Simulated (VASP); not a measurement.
Hg:

```
CELL_PARAMETERS angstrom
3.46181 0.00000 0.00000
-1.73090 2.99802 0.00000
0.00000 0.00000 5.48755
ATOMIC_POSITIONS crystal
Hg 0.33333 0.66667 0.25000
Hg 0.66667 0.33333 0.75000
```

```yaml
Program: VASP 6.6.1
Task: relaxation of cell and atoms
Functional: PBEsol
Potentials_or_basis: VASP PAW PBE potentials, release 64 (Hg)
Cutoff: 600 eV
k_mesh: 9 × 9 × 5
Occupations: fermi-dirac, width 0.05 eV
Spin: no spin polarisation
```

At the start: pressure -2.3 GPa; volume 28.48 Å³/atom.

Task: Where does the relaxation end?

Result: Over 12 steps the energy falls by 47.1 meV/atom and the volume is 23.90 Å³/atom (-16.1 %); space group P6_3/mmc (No. 194, to 0.1 Å) before and after.

The path:
```
step  energy change (eV)  largest force (eV/Å)  pressure (GPa)  volume (Å³)
   1              0.0000                0.0000           -2.31        56.95
   2             -0.0451                0.0000           -1.96        53.64
   3             -0.0619                0.0000            3.07        44.46
   4             -0.0874                0.0000           -1.02        49.49
   5             -0.0895                0.0000            0.86        46.82
   6             -0.0924                0.0000           -0.05        47.99
   7             -0.0923                0.0000            0.08        47.82
   8             -0.0933                0.0000            0.12        47.76
   9             -0.0940                0.0000            0.12        47.67
  10             -0.0941                0.0000            0.18        47.65
  11             -0.0940                0.0000           -0.14        48.00
  12             -0.0941                0.0000            0.02        47.81
```

Final structure:
```
Hg
1.0
     3.23730    0.00000    0.00000
    -1.61865    2.80358    0.00000
     0.00000    0.00000    5.26721
Hg
2
Direct
  0.33333 0.66667 0.25000
  0.66667 0.33333 0.75000
```

Caveat: the volume moved by over 15 % at a fixed basis, so the end points are rough; the PAW data sets were made with another functional, which shifts forces and pressure a little.
